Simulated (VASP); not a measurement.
A run of VASP 6.6.1 is set up as follows.

INCAR

```
ALGO     = Normal         # electronic algorithm
EDIFF    = 1E-6           # SCF threshold, eV
ENCUT    = 520            # plane-wave cutoff, eV
GGA      = PE             # functional
ISIF     = 2              # what is computed and relaxed
ISMEAR   = 0              # smearing method
LASPH    = True           # aspherical terms in the spheres
LCHARG   = True           # write CHGCAR
LELF     = True           # ELF
LREAL    = False          # projectors in reciprocal space
LVHAR    = True         
LWAVE    = False          # write WAVECAR
NBANDS   = 24             # bands
NELM     = 80             # most SCF steps
PREC     = Accurate       # precision mode
SIGMA    = 0.1            # smearing width, eV
```

The input KPOINTS:

```
k-points
0
Gamma
  12 12 12
```

Contents of POSCAR:

```
HgF3
1.0
    0.0000000000      2.8764126340      2.8764126340
    2.8764126340      0.0000000000      2.8764126340
    2.8764126340      2.8764126340      0.0000000000
Hg F
1 3
Direct
    0.0000000000      0.0000000000      0.0000000000
    0.2500000000      0.2500000000      0.2500000000
    0.7500000000      0.7500000000      0.7500000000
    0.5000000000      0.5000000000      0.5000000000
```

Potentials or basis: VASP PAW PBE potentials, release 64 (Hg, F).

Launch:

```console
$ cat potpaw_PBE.64/Hg/POTCAR potpaw_PBE.64/F/POTCAR > POTCAR
$ mpirun -np 1 vasp_std > vasp.out
```

Task: Estimate the pressure.

Result: 0.2 GPa.

Caveat: an odd number of electrons without spin polarisation forces a metal; a magnetic or distorted state may lie lower.
